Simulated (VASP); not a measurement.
Runs of VASP 6.6.1 on ZnS. The structure is that of space group F-43m (No. 216), or close to it. The cells are those of the table. 

```csv
cell,gap on the mesh (eV),pressure (GPa)
"a = 3.684 Å, angles 60.0, 60.0, 90.0°, 2 atoms",3.20,10.0
"a = 3.780 Å, angles 60.0, 60.0, 90.0°, 2 atoms",2.83,(a)
"a = 3.636 Å, angles 60.0, 60.0, 90.0°, 2 atoms",3.35,15.1
"a = 3.716 Å, angles 60.0, 60.0, 90.0°, 2 atoms",3.07,7.0
"a = 3.753 Å, angles 60.0, 60.0, 90.0°, 2 atoms",2.93,4.0
"a = 3.844 Å, angles 60.0, 60.0, 90.0°, 2 atoms",(b),-1.9
```

Alike in all rows: task single point; level r2SCAN; potentials or basis VASP PAW PBE potentials, release 64 (Zn, S); no spin polarisation; k mesh 8 × 8 × 8; cutoff (eV) 520; smearing gaussian 0.01 eV.

**Question.** Fill in the values left out.

**Answer.** (a) 2.0; (b) 2.59.

Caveats: the PAW data sets were made with another functional, which shifts forces and pressure a little; the cell stands under pressure (at least some runs).

A k mesh can miss the band edges.
